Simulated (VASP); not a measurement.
# CsTlAs (P4/nmm) in VASP: a series of runs

CsTlAs is run at these levels: PBE; tasks: single point, relaxation of cell and atoms.

Program: VASP 6.6.1. These are calculated values, not measurements. Logs are shortened: lines on timing, memory, paths and dates and some standing lists are left out, and cuts for length are marked.

**1. The cell of the first run**

Symmetry: P4/nmm, No. 129, tetragonal system. The conventional cell has a = 5.076 Å, b = 5.076 Å, c = 8.855 Å, α = 90.00°, β = 90.00°, γ = 90.00°. Cs (site symmetry 4mm) has 4 As at 3.73 Å and 6 Tl at 3.74 to 4.43 Å and 8 Cs at 4.93 to 5.08 Å within 5.1 Å. Tl (site symmetry 4mm) has 4 As at 3.05 Å and 4 Cs at 3.74 Å within 4.0 Å. Within 4.0 Å of As (site symmetry -4m2) lie 4 Tl at 3.05 Å and 4 As at 3.59 Å and 4 Cs at 3.73 Å.

**2. Single point, PBE**

The input, INCAR:

```
SYSTEM = CsTlAs
  PREC = Accurate
  ENCUT = 520
  EDIFF = 1E-7
  ISMEAR = 0
  SIGMA = 0.1
  LREAL = .FALSE.
  LASPH = .TRUE.
  NELM = 100
  ALGO = Normal
  ISIF = 2
  LWAVE = .FALSE.
  LCHARG = .TRUE.
  GGA = PE
  LELF = .TRUE.
  LVHAR = .TRUE.
  NBANDS = 36
```

The input, KPOINTS:

```
regular mesh
0
G
  4 4 2
  0 0 0
```

The input, POSCAR:

```
CsTlAs
1.0
    5.0762541453      0.0000000000      0.0000000000
    0.0000000000      5.0762541453      0.0000000000
    0.0000000000      0.0000000000      8.8546250826
Cs Tl As
2 2 2
Direct
    0.5000000000      0.0000000000      0.3087760919
    0.0000000000      0.5000000000      0.6912239081
    0.5000000000      0.0000000000      0.8081651136
    0.0000000000      0.5000000000      0.1918348864
    0.0000000000      0.0000000000      0.0000000000
    0.5000000000      0.5000000000      0.0000000000
```

Potentials or basis: VASP PAW PBE potentials, release 64 (Cs_sv, Tl_d, As).

Launch:

```
$ cat potpaw_PBE.64/Cs_sv/POTCAR potpaw_PBE.64/Tl_d/POTCAR potpaw_PBE.64/As/POTCAR > POTCAR
$ mpirun -np 1 vasp_std > vasp.out
```

OUTCAR:

```text
SYSTEM = CsTlAs
   PREC = Accurate
   ENCUT = 520
   EDIFF = 1E-7
   ISMEAR = 0
   LREAL = .FALSE.
   LASPH = .TRUE.
   NELM = 100
   ISIF = 2
   GGA = PE

 ion  position               nearest neighbor table
   1  0.500  0.000  0.309-
   2  0.000  0.500  0.691-
   3  0.500  0.000  0.808-   5 3.05   6 3.05   6 3.05   5 3.05
   4  0.000  0.500  0.192-   5 3.05   6 3.05   5 3.05   6 3.05
   5  0.000  0.000  0.000-   3 3.05   4 3.05   4 3.05   3 3.05
   6  0.500  0.500  0.000-   3 3.05   4 3.05   3 3.05   4 3.05

  LATTYP: Found a simple tetragonal cell.
 ALAT       =     5.0762541453
 C/A-ratio  =     1.7443226500

  Lattice vectors:

 A1 = (   5.0762541453,   0.0000000000,   0.0000000000)
 A2 = (   0.0000000000,   5.0762541453,   0.0000000000)
 A3 = (   0.0000000000,   0.0000000000,   8.8546250826)

Analysis of symmetry for initial positions (statically):
=====================================================================
 Subroutine PRICEL returns:
 Original cell was already a primitive cell.

 Routine SETGRP: Setting up the symmetry group for a
 simple tetragonal supercell.

 Subroutine GETGRP returns: Found 16 space group operations
 (whereof  8 operations were pure point group operations)
 out of a pool of 16 trial point group operations.

The static configuration has the point symmetry D_2d.
 The point group associated with its full space group is D_4h.

Analysis of symmetry for dynamics (positions and initial velocities):
=====================================================================
 Subroutine PRICEL returns:
 Original cell was already a primitive cell.

 Routine SETGRP: Setting up the symmetry group for a
 simple tetragonal supercell.

 Subroutine GETGRP returns: Found 16 space group operations
 (whereof  8 operations were pure point group operations)
 out of a pool of 16 trial point group operations.

The dynamic configuration has the point symmetry D_2d.
 The point group associated with its full space group is D_4h.

 Subroutine INISYM returns: Found 16 space group operations
 (whereof  8 operations are pure point group operations),
 and found     1 'primitive' translations

----------------------------------------------------------------------------------------

                                     Primitive cell

  volume of cell :     228.1691

  direct lattice vectors                    reciprocal lattice vectors
     5.076254145  0.000000000  0.000000000     0.196995653  0.000000000  0.000000000
     0.000000000  5.076254145  0.000000000     0.000000000  0.196995653  0.000000000
     0.000000000  0.000000000  8.854625083     0.000000000  0.000000000  0.112935329

  length of vectors
     5.076254145  5.076254145  8.854625083     0.196995653  0.196995653  0.112935329

  position of ions in fractional coordinates (direct lattice)
     0.500000000  0.000000000  0.308776092
     0.000000000  0.500000000  0.691223908
     0.500000000  0.000000000  0.808165114
     0.000000000  0.500000000  0.191834886
     0.000000000  0.000000000  0.000000000
     0.500000000  0.500000000  0.000000000

  ion indices of the primitive-cell ions
   primitive index   ion index
                 1           1
                 2           2
                 3           3
                 4           4
                 5           5
                 6           6

----------------------------------------------------------------------------------------

 KPOINTS: regular mesh

Automatic generation of k-mesh.
 Grid dimensions read from file:
 generate k-points for:    4    4    2

 Generating k-lattice:

  Cartesian coordinates                     Fractional coordinates (reciprocal lattice)
     0.049248913  0.000000000  0.000000000     0.250000000  0.000000000  0.000000000
     0.000000000  0.049248913  0.000000000     0.000000000  0.250000000  0.000000000
     0.000000000  0.000000000  0.056467665     0.000000000  0.000000000  0.500000000

  Length of vectors
     0.049248913  0.049248913  0.056467665

  Shift w.r.t. Gamma in fractional coordinates (k-lattice)
     0.000000000  0.000000000  0.000000000

 Subroutine IBZKPT returns following result:
 ===========================================

 Found     12 irreducible k-points:

 Following reciprocal coordinates:
            Coordinates               Weight
  0.000000  0.000000  0.000000      1.000000
  0.250000  0.000000  0.000000      4.000000
  0.500000  0.000000  0.000000      2.000000
  0.250000  0.250000  0.000000      4.000000
  0.500000  0.250000  0.000000      4.000000
  0.500000  0.500000  0.000000      1.000000
  0.000000  0.000000  0.500000      1.000000
  0.250000  0.000000  0.500000      4.000000
  0.500000  0.000000  0.500000      2.000000
  0.250000  0.250000  0.500000      4.000000
  0.500000  0.250000  0.500000      4.000000
  0.500000  0.500000  0.500000      1.000000
   k-points           NKPTS =     12   k-points in BZ     NKDIM =     12   number of bands    NBANDS=     36
   number of dos      NEDOS =    301   number of ions     NIONS =      6
   total plane-waves  NPLWV = 112000
   dimension x,y,z NGX =    40 NGY =   40 NGZ =   70
   dimension x,y,z NGXF=    80 NGYF=   80 NGZF=  140
   ions per type =               2   2   2
   NGX,Y,Z   is equivalent  to a cutoff of  13.10, 13.10, 13.14 a.u.
   NGXF,Y,Z  is equivalent  to a cutoff of  26.20, 26.20, 26.29 a.u.
 SYSTEM =  CsTlAs
   PREC   = accura    normal or accurate (medium, high low for compatibility)
   ISTART =      0    job   : 0-new  1-cont  2-samecut
   ICHARG =      2    charge: 1-file 2-atom 10-const
   ISPIN  =      1    spin polarized calculation?
   LNONCOLLINEAR =      F non collinear calculations
   LSORBIT =      F    spin-orbit coupling
   LASPH  =      T    aspherical Exc in radial PAW
   ENCUT  =  520.0 eV  38.22 Ry    6.18 a.u.   9.44  9.44 16.46*2*pi/ulx,y,z
   NELM   =    100;   NELMIN=  2; NELMDL= -5     # of ELM steps
   EDIFF  = 0.1E-06   stopping-criterion for ELM
   LREAL  =      F    real-space projection
   EDIFFG = 0.1E-05   stopping-criterion for IOM
   NSW    =      0    number of steps for IOM
   IBRION =     -1    ionic relax: 0-MD 1-quasi-New 2-CG
   NFREE  =      0    steps in history (QN), initial steepest desc. (CG)
   ISIF   =      2    stress and relaxation
   ISYM   =      2    0-nonsym 1-usesym 2-fastsym
   POTIM  = 0.5000    time-step for ionic-motion
   TEBEG  =    0.0;   TEEND  =   0.0 temperature during run
   PSTRESS=    0.0 pullay stress
   NELECT =      54.0000    total number of electrons
   NUPDOWN=      -1.0000    fix difference up-down
   EMIN   =  10.00;   EMAX   =-10.00  energy-range for DOS
   EFERMI =   0.00;   METHOD = LEGACY
   ISMEAR =     0;   SIGMA  =   0.10  broadening in eV -4-tet -1-fermi 0-gaus
   EFERMI_NEDOS =   21; number of points for ismear=-14 and -15
   IALGO  =     38    algorithm
   IMIX   =      4    mixing-type and parameters
     AMIX     =   0.40;   BMIX     =  1.00
     AMIX_MAG =   1.60;   BMIX_MAG =  1.00
  volume/ion in A,a.u.               =      38.03       256.63
  Fermi-wavevector in a.u.,A,eV,Ry     =   1.012637  1.913606 13.951872  1.025434
  Thomas-Fermi vector in A             =   2.145758
   LORBIT       =      0    0 simple, 1 ext, 2 COOP (PROOUT), +10 PAW based schemes
   GGA     = PE    functional components
   LHFCALC =     F    Hartree Fock is set to
   AEXX    =    0.0000 exact exchange contribution
   IVDW    =     0    specifies the selected vdW correction
   LEPSILON=     F    determine dielectric tensor
   LRPA    =     F    only Hartree local field effects (RPA)
 non-spin polarized calculation
 Gauss-broadening in eV      SIGMA  =   0.10
  energy-cutoff  :      520.00
  volume of cell :      228.17
 maximum number of plane-waves:      6216
 NGX is ok and might be reduce to    40
   NGX = 19   NGY = 19   NGZ = 33

 number of electron      54.0000013 magnetization

 Free energy of the ion-electron system (eV)
  ---------------------------------------------------
  ext. energy  EPLUGINS =         0.00000000
  ---------------------------------------------------
  free energy    TOTEN  =       -16.53312228 eV

  energy without entropy =      -16.53299577  energy(sigma->0) =      -16.53305902

 E-fermi :   3.2565     XC(G=0):  -8.3265

 val. band max:        3.0314287267   @ k =   0.0000   0.0000   0.0000
 cond. band min:       3.4895065604   @ k =   0.5000   0.2500   0.5000
 fundamental gap:      0.4580778337
 Fermi energy:         3.2565237628

 k-point     1 :       0.0000    0.0000    0.0000
  band No.  band energies     occupation
      1     -19.2913      2.00000
      2     -19.2718      2.00000
      3      -8.2012      2.00000
      4      -8.1457      2.00000
      5      -8.0092      2.00000
      6      -7.9831      2.00000
[... 28 lines left out ...]
     35       6.8891      0.00000
     36       6.8891      0.00000

 k-point     2 :       0.2500    0.0000    0.0000
  band No.  band energies     occupation
      1     -19.2845      2.00000
      2     -19.2707      2.00000
      3      -8.2218      2.00000
      4      -8.2076      2.00000
      5      -8.0045      2.00000
      6      -7.9940      2.00000
[... 28 lines left out ...]
     35       6.7287      0.00000
     36       7.3978      0.00000

 k-point     3 :       0.5000    0.0000    0.0000
  band No.  band energies     occupation
      1     -19.2736      2.00000
      2     -19.2736      2.00000
      3      -8.2330      2.00000
      4      -8.2330      2.00000
      5      -8.0247      2.00000
      6      -8.0247      2.00000
[... 28 lines left out ...]
     35       7.3124      0.00000
     36       7.3124      0.00000
[... 274 lines left out ...]
 k-point    11 :       0.5000    0.2500    0.5000
  band No.  band energies     occupation
      1     -19.2704      2.00000
      2     -19.2704      2.00000
      3      -8.2256      2.00000
      4      -8.2256      2.00000
      5      -8.0153      2.00000
      6      -8.0153      2.00000
[... 28 lines left out ...]
     35       7.7682      0.00000
     36       7.7682      0.00000

 k-point    12 :       0.5000    0.5000    0.5000
  band No.  band energies     occupation
      1     -19.2672      2.00000
      2     -19.2672      2.00000
      3      -8.2274      2.00000
      4      -8.2274      2.00000
      5      -7.9944      2.00000
      6      -7.9944      2.00000
[... 28 lines left out ...]
     35       8.6096      0.00000
     36       8.6098      0.00000

------------------------ aborting loop because EDIFF is reached ----------------------------------------

  FORCE on cell =-STRESS in cart. coord.  units (eV):
  Direction    XX          YY          ZZ          XY          YZ          ZX
  --------------------------------------------------------------------------------------
  -------------------------------------------------------------------------------------
  Total        0.2309132      0.2309132      0.2502404      0.0000000     -0.0000000      0.0000000
  in kB        1.6214455      1.6214455      1.7571589      0.0000000     -0.0000000      0.0000000
  external PRESSURE =       1.6666833 kB  Pullay stress =       0.0000000 kB

 VOLUME and BASIS-vectors are now :
 -----------------------------------------------------------------------------
  energy-cutoff  :      520.00
  volume of cell :      228.17
      direct lattice vectors                 reciprocal lattice vectors
     5.076254145  0.000000000  0.000000000     0.196995653  0.000000000  0.000000000
     0.000000000  5.076254145  0.000000000     0.000000000  0.196995653  0.000000000
     0.000000000  0.000000000  8.854625083     0.000000000  0.000000000  0.112935329

 POSITION                                       TOTAL-FORCE (eV/Angst)
 -----------------------------------------------------------------------------------
      2.53813      0.00000      2.73410         0.000000     -0.000000      0.009716
      0.00000      2.53813      6.12053         0.000000      0.000000     -0.009716
      2.53813      0.00000      7.15600         0.000000     -0.000000     -0.003270
      0.00000      2.53813      1.69863        -0.000000     -0.000000      0.003270
      0.00000      0.00000      0.00000         0.000000      0.000000      0.000000
      2.53813      2.53813      0.00000         0.000000     -0.000000      0.000000
 -----------------------------------------------------------------------------------
    total drift:                               -0.000000     -0.000000     -0.000000

  FREE ENERGIE OF THE ION-ELECTRON SYSTEM (eV)
  ---------------------------------------------------
  free  energy   TOTEN  =       -16.5331222802 eV

  energy  without entropy=      -16.5329957664  energy(sigma->0) =      -16.53305902
```

Wall time 1.8 min (1 thread of Intel Xeon Platinum 8259CL at 2.50GHz (Skylake/Cascade Lake), shared host); peak memory 0.37 GiB.

What came out:

```yaml
Free_energy: -16.5331 eV
Pressure: 0.2 GPa
Largest_force: 0.010 eV/Å
Band_gap_on_the_k_mesh: zero (bands 27 and 28 overlap by 2.48 eV)
```

Forces on the atoms (eV/Å):
```
Cs   0.000  0.000  0.010
Cs   0.000  0.000 -0.010
Tl   0.000  0.000 -0.003
Tl   0.000  0.000  0.003
As   0.000  0.000  0.000
As   0.000  0.000  0.000
```

Caveat: spin-orbit coupling is left out, which moves the levels of the heavy elements.

**3. Relaxation of cell and atoms, PBE**

This run uses another cell than the first one, of 28.73 Å³/atom.

The input, INCAR:

```
PREC = Accurate
ENCUT = 600
EDIFF = 1E-7
ISMEAR = 0
SIGMA = 0.1
LREAL = False
LASPH = True
NELM = 60
ALGO = Normal
ISIF = 3
LWAVE = False
LCHARG = False
GGA = PE
IBRION = 2
NSW = 90
EDIFFG = -0.04
```

The input, KPOINTS:

```
Automatic mesh
0
Gamma
  4 4 2
```

The input, POSCAR:

```
CsTlAs
1.0
    4.6401695247      0.0000000000      0.0000000000
    0.0000000000      4.6401695247      0.0000000000
    0.0000000000      0.0000000000      8.0054927314
Cs Tl As
2 2 2
Direct
    0.5000000000      0.0000000000      0.2305000000
    0.0000000000      0.5000000000      0.7695000000
    0.5000000000      0.0000000000      0.6480000000
    0.0000000000      0.5000000000      0.3520000000
    0.0000000000      0.0000000000      0.0000000000
    0.5000000000      0.5000000000      0.0000000000
```

Potentials or basis: VASP PAW PBE potentials, release 64 (Cs_sv, Tl_d, As).

Launch:

```
$ cat potpaw_PBE.64/Cs_sv/POTCAR potpaw_PBE.64/Tl_d/POTCAR potpaw_PBE.64/As/POTCAR > POTCAR
$ mpirun -np 1 vasp_std > vasp.out
```

Run time: 29 min. Hardware: 1 thread of Intel Xeon Platinum 8259CL at 2.50GHz (Skylake/Cascade Lake), shared host; peak memory 0.37 GiB.

The run converged. Its results:

| Property | Result |
| --- | --- |
| Free energy | -16.5226 eV |
| Relaxed volume | 39.06 Å³/atom |
| Relaxed cell | a = 5.108 Å, b = 5.108 Å, c = 8.982 Å, α = 90.00°, β = 90.00°, γ = 90.00° |
| Space group after relaxing (to 0.1 Å) | P4/nmm (No. 129) |
| Energy gained by relaxing | 870.2 meV/atom |
| Ionic steps | 25 |
| Pressure after relaxing | -0.1 GPa |
| Largest force after relaxing | 0.037 eV/Å |
| Band gap on the k mesh | zero (bands 27 and 28 overlap by 2.40 eV) |

Forces on the atoms (eV/Å):
```
Cs   0.000  0.000  0.037
Cs   0.000  0.000 -0.037
Tl   0.000  0.000 -0.016
Tl   0.000  0.000  0.016
As   0.000  0.000  0.000
As   0.000  0.000  0.000
```

Stress tensor (GPa, compression positive):
```
-0.11  0.00  0.00
 0.00 -0.11  0.00
 0.00  0.00  0.03
```

Step by step:
| step | energy change (eV) | largest force (eV/Å) | pressure (GPa) | volume (Å³) |
| --- | --- | --- | --- | --- |
| 1 | 0.0000 | 1.5945 | 11.14 | 172.37 |
| 2 | -1.9040 | 0.8261 | 0.87 | 227.12 |
| 3 | -1.9498 | 0.8060 | -0.52 | 246.43 |
| 4 | -1.9547 | 0.8125 | -0.24 | 241.82 |
| 5 | -2.0540 | 0.9184 | -0.29 | 241.57 |
| 6 | -2.4162 | 1.3031 | -0.30 | 240.54 |
| 7 | -3.3006 | 1.6832 | -0.09 | 237.12 |
| 8 | -3.1950 | 0.5741 | 2.36 | 224.42 |
| 9 | -3.5820 | 1.0326 | 1.14 | 230.49 |
| 10 | -3.6253 | 0.9387 | 1.09 | 231.21 |
| 11 | -3.7237 | 0.6609 | 0.95 | 233.38 |
| 12 | -3.8114 | 0.6740 | 0.71 | 237.71 |
| 13 | -3.9343 | 0.6405 | 0.48 | 239.29 |
| 14 | -4.2452 | 0.5321 | -0.10 | 243.76 |
| 15 | -4.6532 | 0.3280 | -0.99 | 251.51 |
| 16 | -4.8539 | 0.8103 | -2.15 | 262.52 |
| 17 | -4.8672 | 0.5536 | -1.78 | 258.85 |
| 18 | -5.0783 | 0.4848 | -0.88 | 242.72 |
| 19 | -5.1341 | 0.4298 | 0.01 | 232.13 |
| 20 | -5.1348 | 0.4191 | 0.20 | 230.36 |
| 21 | -5.1662 | 0.2870 | 0.26 | 230.11 |
| 22 | -5.2028 | 0.1853 | 0.51 | 229.41 |
| 23 | -5.2156 | 0.0329 | -0.31 | 237.40 |
| 24 | -5.2173 | 0.0516 | -0.11 | 235.32 |
| 25 | -5.2212 | 0.0369 | -0.06 | 234.35 |

Final structure:
```cif
data_structure
_symmetry_space_group_name_H-M 'P 1'
_symmetry_Int_Tables_number 1
_cell_length_a 5.1080
_cell_length_b 5.1080
_cell_length_c 8.9819
_cell_angle_alpha 90.000
_cell_angle_beta 90.000
_cell_angle_gamma 90.000
_cell_volume 234.35
loop_
_atom_site_label
_atom_site_type_symbol
_atom_site_fract_x
_atom_site_fract_y
_atom_site_fract_z
_atom_site_occupancy
Cs1 Cs 0.50000 0.00000 0.30215 1
Cs2 Cs 0.00000 0.50000 0.69785 1
Tl1 Tl 0.50000 0.00000 0.81113 1
Tl2 Tl 0.00000 0.50000 0.18887 1
As1 As 0.00000 0.00000 0.00000 1
As2 As 0.50000 0.50000 0.00000 1
```

Levels at points of the mesh, in eV from the Fermi level:
```csv
k point,band 24,band 25,band 26,band 27,band 28,band 29
"(0.00, 0.00, 0.00)",-2.62,-0.55,-0.16,0.35,0.35,0.69
"(0.50, 0.00, 0.00)",-1.67,-1.60,-1.60,-0.76,-0.76,2.02
"(0.50, 0.50, 0.00)",-1.91,-1.85,-1.85,1.56,1.56,2.09
"(0.00, 0.00, 0.50)",-2.63,-0.58,-0.22,0.25,0.33,0.33
"(0.50, 0.00, 0.50)",-1.62,-1.60,-1.60,-0.84,-0.84,1.35
"(0.50, 0.50, 0.50)",-2.09,-1.91,-1.91,1.56,1.56,2.14
```

Caveat: the k points lie up to 0.35 Å⁻¹ apart in the final cell, too coarse for converged energies and pressures of a metal; the volume moved by over 15 % at a fixed basis, so the end points are rough; spin-orbit coupling is left out, which moves the levels of the heavy elements.

The gap in the log of VASP goes by the Fermi energy; the results here count the filled bands.